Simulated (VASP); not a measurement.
# Te2Mo in VASP: notebook

Te2Mo is run at these levels: PBE+D3(BJ); tasks: single point.

All numbers are computed with VASP 6.6.1; they aren't measurements. Logs are shortened: lines on timing, memory, paths and dates and some standing lists are left out, and cuts for length are marked.

## 1. The cell of the first run

The cell holds a slab with vacuum, 6 atoms: a = 3.504 Å, b = 3.504 Å, c = 24.768 Å, α = 90.00°, β = 90.00°, γ = 120.00°.

## 2. Single point, PBE+D3(BJ) (layers slid over each other)

Input file INCAR:

```
  PREC = Accurate
  ENCUT = 520
  EDIFF = 1E-6
  ISMEAR = 0
  SIGMA = 0.05
  LREAL = F
  LASPH = T
  NELM = 100
  ALGO = Normal
  ISIF = 2
  LWAVE = F
  LCHARG = T
  LDIPOL = T
  IDIPOL = 3
  DIPOL = 0.5 0.5 0.410
  GGA = PE
  IVDW = 12
  LELF = T
  LVHAR = T
  LVACPOTAV = T
  NBANDS = 35
```

Input file KPOINTS:

```
Automatic mesh
0
Gamma
  9 9 1
```

Input file POSCAR:

```
Te2Mo
1.0
    3.5038817216      0.0000000000      0.0000000000
   -1.7519408608      3.0344505828      0.0000000000
    0.0000000000      0.0000000000     24.7677194079
Te Mo
4 2
Direct
    0.3333333333      0.6666666667      0.1816881048
    0.3333333333      0.6666666667      0.3284056788
    0.3333333333      1.1666666667      0.4911174704
    0.3333333333      1.1666666667      0.6378350444
    0.6666666667      0.3333333333      0.2550468918
    0.0000000000      1.5000000000      0.5644762574
```

Potentials or basis: VASP PAW PBE potentials, release 64 (Te, Mo_sv).

Command:

```
cat potpaw_PBE.64/Te/POTCAR potpaw_PBE.64/Mo_sv/POTCAR > POTCAR
mpirun -np 1 vasp_std > vasp.out
```

OUTCAR:

```text
PREC = Accurate
   ENCUT = 520
   EDIFF = 1E-6
   ISMEAR = 0
   LREAL = F
   LASPH = T
   NELM = 100
   ISIF = 2
   GGA = PE
   IVDW = 12
 IVDW          = 12

 ion  position               nearest neighbor table
   1  0.333  0.667  0.182-   5 2.72   5 2.72   5 2.72   2 3.63
   2  0.333  0.667  0.328-   5 2.72   5 2.72   5 2.72   1 3.63
   3  0.333  0.167  0.491-   6 2.72   6 2.72   6 2.72   4 3.63
   4  0.333  0.167  0.638-   6 2.72   6 2.72   6 2.72   3 3.63
   5  0.667  0.333  0.255-   1 2.72   2 2.72   1 2.72   2 2.72   1 2.72   2 2.72
   6  0.000  0.500  0.564-   4 2.72   3 2.72   4 2.72   3 2.72   4 2.72   3 2.72

  LATTYP: Found a hexagonal cell.
 ALAT       =     3.5038817216
 C/A-ratio  =     7.0686516771

  Lattice vectors:

 A1 = (   3.5038817216,   0.0000000000,   0.0000000000)
 A2 = (  -1.7519408608,   3.0344505828,   0.0000000000)
 A3 = (   0.0000000000,   0.0000000000,  24.7677194079)

Analysis of symmetry for initial positions (statically):
=====================================================================
 Subroutine PRICEL returns:
 Original cell was already a primitive cell.

 Routine SETGRP: Setting up the symmetry group for a
 hexagonal supercell.

 Subroutine GETGRP returns: Found  4 space group operations
 (whereof  2 operations were pure point group operations)
 out of a pool of 24 trial point group operations.

The static configuration has the point symmetry C_1h.
 The point group associated with its full space group is C_2h.

Analysis of symmetry for dynamics (positions and initial velocities):
=====================================================================
 Subroutine PRICEL returns:
 Original cell was already a primitive cell.

 Routine SETGRP: Setting up the symmetry group for a
 hexagonal supercell.

 Subroutine GETGRP returns: Found  4 space group operations
 (whereof  2 operations were pure point group operations)
 out of a pool of 24 trial point group operations.

The dynamic configuration has the point symmetry C_1h.
 The point group associated with its full space group is C_2h.

 Subroutine INISYM returns: Found  4 space group operations
 (whereof  2 operations are pure point group operations),
 and found     1 'primitive' translations

----------------------------------------------------------------------------------------

                                     Primitive cell

  volume of cell :     263.3392

  direct lattice vectors                    reciprocal lattice vectors
     3.503881722  0.000000000  0.000000000     0.285397762  0.164774474  0.000000000
    -1.751940861  3.034450583  0.000000000     0.000000000  0.329548949  0.000000000
     0.000000000  0.000000000 24.767719408     0.000000000  0.000000000  0.040375134

  length of vectors
     3.503881722  3.503881722 24.767719408     0.329548949  0.329548949  0.040375134

  position of ions in fractional coordinates (direct lattice)
     0.333333333  0.666666667  0.181688105
     0.333333333  0.666666667  0.328405679
     0.333333333  0.166666667  0.491117470
     0.333333333  0.166666667  0.637835044
     0.666666667  0.333333333  0.255046892
     0.000000000  0.500000000  0.564476257

  ion indices of the primitive-cell ions
   primitive index   ion index
                 1           1
                 2           2
                 3           3
                 4           4
                 5           5
                 6           6

----------------------------------------------------------------------------------------

 KPOINTS: Automatic mesh

Automatic generation of k-mesh.
 Grid dimensions read from file:
 generate k-points for:    9    9    1

 Generating k-lattice:

  Cartesian coordinates                     Fractional coordinates (reciprocal lattice)
     0.031710862  0.018308275  0.000000000     0.111111111  0.000000000  0.000000000
     0.000000000  0.036616550  0.000000000     0.000000000  0.111111111  0.000000000
     0.000000000  0.000000000  0.040375134     0.000000000  0.000000000  1.000000000

  Length of vectors
     0.036616550  0.036616550  0.040375134

  Shift w.r.t. Gamma in fractional coordinates (k-lattice)
     0.000000000  0.000000000  0.000000000

 Subroutine IBZKPT returns following result:
 ===========================================

 Found     25 irreducible k-points:

 Following reciprocal coordinates:
            Coordinates               Weight
  0.000000  0.000000  0.000000      1.000000
  0.111111  0.000000  0.000000      2.000000
  0.000000  0.111111  0.000000      4.000000
  0.222222  0.000000  0.000000      2.000000
  0.000000  0.222222  0.000000      4.000000
  0.333333  0.000000  0.000000      2.000000
[... 16 lines left out ...]
 -0.222222 -0.444444  0.000000      4.000000
  0.444444  0.333333  0.000000      4.000000
   k-points           NKPTS =     25   k-points in BZ     NKDIM =     25   number of bands    NBANDS=     35
   number of dos      NEDOS =    301   number of ions     NIONS =      6
   total plane-waves  NPLWV = 150528
   dimension x,y,z NGX =    28 NGY =   28 NGZ =  192
   dimension x,y,z NGXF=    56 NGYF=   56 NGZF=  384
   ions per type =               4   2
   NGX,Y,Z   is equivalent  to a cutoff of  13.28, 13.28, 12.89 a.u.
   NGXF,Y,Z  is equivalent  to a cutoff of  26.57, 26.57, 25.77 a.u.
 SYSTEM =  unknown system
   PREC   = accura    normal or accurate (medium, high low for compatibility)
   ISTART =      0    job   : 0-new  1-cont  2-samecut
   ICHARG =      2    charge: 1-file 2-atom 10-const
   ISPIN  =      1    spin polarized calculation?
   LNONCOLLINEAR =      F non collinear calculations
   LSORBIT =      F    spin-orbit coupling
   LASPH  =      T    aspherical Exc in radial PAW
   ENCUT  =  520.0 eV  38.22 Ry    6.18 a.u.   6.51  6.51 46.05*2*pi/ulx,y,z
   NELM   =    100;   NELMIN=  2; NELMDL= -5     # of ELM steps
   EDIFF  = 0.1E-05   stopping-criterion for ELM
   LREAL  =      F    real-space projection
   EDIFFG = 0.1E-04   stopping-criterion for IOM
   NSW    =      0    number of steps for IOM
   IBRION =     -1    ionic relax: 0-MD 1-quasi-New 2-CG
   NFREE  =      0    steps in history (QN), initial steepest desc. (CG)
   ISIF   =      2    stress and relaxation
   ISYM   =      2    0-nonsym 1-usesym 2-fastsym
   POTIM  = 0.5000    time-step for ionic-motion
   TEBEG  =    0.0;   TEEND  =   0.0 temperature during run
   PSTRESS=    0.0 pullay stress
   NELECT =      52.0000    total number of electrons
   NUPDOWN=      -1.0000    fix difference up-down
   EMIN   =  10.00;   EMAX   =-10.00  energy-range for DOS
   EFERMI =   0.00;   METHOD = LEGACY
   ISMEAR =     0;   SIGMA  =   0.05  broadening in eV -4-tet -1-fermi 0-gaus
   EFERMI_NEDOS =   21; number of points for ismear=-14 and -15
   IALGO  =     38    algorithm
   IMIX   =      4    mixing-type and parameters
     AMIX     =   0.40;   BMIX     =  1.00
     AMIX_MAG =   1.60;   BMIX_MAG =  1.00
  volume/ion in A,a.u.               =      43.89       296.18
  Fermi-wavevector in a.u.,A,eV,Ry     =   0.953317  1.801508 12.365161  0.908814
  Thomas-Fermi vector in A             =   2.081961
   LORBIT       =      0    0 simple, 1 ext, 2 COOP (PROOUT), +10 PAW based schemes
   GGA     = PE    functional components
   LHFCALC =     F    Hartree Fock is set to
   AEXX    =    0.0000 exact exchange contribution
   IVDW    =    12    specifies the selected vdW correction
   LEPSILON=     F    determine dielectric tensor
   LRPA    =     F    only Hartree local field effects (RPA)
 non-spin polarized calculation
 Gauss-broadening in eV      SIGMA  =   0.05
  energy-cutoff  :      520.00
  volume of cell :      263.34
 maximum number of plane-waves:      7173
 NGX is ok and might be reduce to    28
   NGX = 13   NGY = 13   NGZ = 93

 dipolmoment           0.000000      0.000000      0.000138 electrons x Angstroem

 number of electron      51.9999997 magnetization

 dipolmoment           0.000000      0.000000     -0.000001 electrons x Angstroem

 Free energy of the ion-electron system (eV)
  ---------------------------------------------------
  ext. energy  EPLUGINS =         0.00000000
  ---------------------------------------------------
  free energy    TOTEN  =       -36.01765376 eV

  energy without entropy =      -36.01765376  energy(sigma->0) =      -36.01765376

 E-fermi :   2.8631     XC(G=0):  -6.4658

 val. band max:        2.4819347178   @ k =   0.3333   0.3333   0.0000
 cond. band min:       3.6462247559   @ k =  -0.2222   0.4444   0.0000
 fundamental gap:      1.1642900381
 Fermi energy:         2.8631166074

 k-point     1 :       0.0000    0.0000    0.0000
  band No.  band energies     occupation
      1     -58.1863      2.00000
      2     -58.1863      2.00000
      3     -32.3629      2.00000
      4     -32.3629      2.00000
      5     -32.2192      2.00000
      6     -32.2192      2.00000
[... 27 lines left out ...]
     34       5.9828      0.00000
     35       6.6370      0.00000

 k-point     2 :       0.1111    0.0000    0.0000
  band No.  band energies     occupation
      1     -58.1851      2.00000
      2     -58.1851      2.00000
      3     -32.3595      2.00000
      4     -32.3595      2.00000
      5     -32.2350      2.00000
      6     -32.2350      2.00000
[... 27 lines left out ...]
     34       5.8349      0.00000
     35       6.8790      0.00000

 k-point     3 :       0.0000    0.1111    0.0000
  band No.  band energies     occupation
      1     -58.1851      2.00000
      2     -58.1851      2.00000
      3     -32.3595      2.00000
      4     -32.3595      2.00000
      5     -32.2351      2.00000
      6     -32.2351      2.00000
[... 27 lines left out ...]
     34       5.8000      0.00000
     35       6.8811      0.00000
[... 723 lines left out ...]
 k-point    23 :      -0.2222   -0.4444    0.0000
  band No.  band energies     occupation
      1     -58.1753      2.00000
      2     -58.1753      2.00000
      3     -32.3339      2.00000
      4     -32.3339      2.00000
      5     -32.3311      2.00000
      6     -32.3311      2.00000
[... 27 lines left out ...]
     34       6.4053      0.00000
     35       7.2091      0.00000

 k-point    24 :       0.4444    0.3333    0.0000
  band No.  band energies     occupation
      1     -58.1753      2.00000
      2     -58.1753      2.00000
      3     -32.3339      2.00000
      4     -32.3339      2.00000
      5     -32.3311      2.00000
      6     -32.3311      2.00000
[... 27 lines left out ...]
     34       6.4636      0.00000
     35       7.1903      0.00000

 [... further k-points ...]

------------------------ aborting loop because EDIFF is reached ----------------------------------------

 Edisp (eV)   -2.68490

 E8    (eV) :    -1.2711

  FORCE on cell =-STRESS in cart. coord.  units (eV):
  Direction    XX          YY          ZZ          XY          YZ          ZX
  --------------------------------------------------------------------------------------
  -------------------------------------------------------------------------------------
  Total      -0.22524    -0.19521    -0.64885    -0.02600     0.02896     0.05017
  in kB      -1.37035    -1.18766    -3.94764    -0.15822     0.17622     0.30521
  external pressure =       -2.17 kB  Pullay stress =        0.00 kB

 VOLUME and BASIS-vectors are now :
 -----------------------------------------------------------------------------
  energy-cutoff  :      520.00
  volume of cell :      263.34
      direct lattice vectors                 reciprocal lattice vectors
     3.503881722  0.000000000  0.000000000     0.285397762  0.164774474  0.000000000
    -1.751940861  3.034450583  0.000000000     0.000000000  0.329548949  0.000000000
     0.000000000  0.000000000 24.767719408     0.000000000  0.000000000  0.040375134

 POSITION                                       TOTAL-FORCE (eV/Angst)
 -----------------------------------------------------------------------------------
     -0.00000      2.02297      4.50000         0.001302      0.000752     -0.004412
     -0.00000      2.02297      8.13386        -0.006165     -0.003559      0.120000
      0.87597      0.50574     12.16386         0.006165      0.003559     -0.120000
      0.87597      0.50574     15.79772        -0.001302     -0.000752      0.004412
      1.75194      1.01148      6.31693        -0.005327     -0.003075      0.020369
     -0.87597      1.51723     13.98079         0.005327      0.003075     -0.020369
 -----------------------------------------------------------------------------------
    total drift:                               -0.000000      0.000000     -0.000063

  FREE ENERGIE OF THE ION-ELECTRON SYSTEM (eV)
  ---------------------------------------------------
  free  energy   TOTEN  =       -38.7025507907 eV

  energy  without entropy=      -38.7025507907  energy(sigma->0) =      -38.70255079

 vacuum level on the upper side and lower side of the slab         7.306         7.306
```

Run time: 12 min. Hardware: 1 thread of Intel Xeon 8259CL, shared host; peak memory 0.51 GiB.

What came out:

```yaml
Free_energy: -38.7026 eV
Largest_force: 0.120 eV/Å
Band_gap_on_the_k_mesh: 1.16 eV
Dispersion_energy_per_atom: -0.447 eV
```

Forces on the atoms (eV/Å):
```
Te   0.001  0.001 -0.004
Te  -0.006 -0.004  0.120
Te   0.006  0.004 -0.120
Te  -0.001 -0.001  0.004
Mo  -0.005 -0.003  0.020
Mo   0.005  0.003 -0.020
```

Levels at points of the mesh, in eV from the valence-band top:
```tsv
k point	band 24	band 25	band 26	band 27	band 28	band 29
(0.00, 0.00, 0.00)	-0.83	-0.71	-0.33	3.16	3.18	3.20
```

Caveat: the cell differs from its parent crystal (layers slid over each other); spin-orbit coupling is left out, which moves the levels of the heavy elements.

(Part 1 of 2 ends here.)
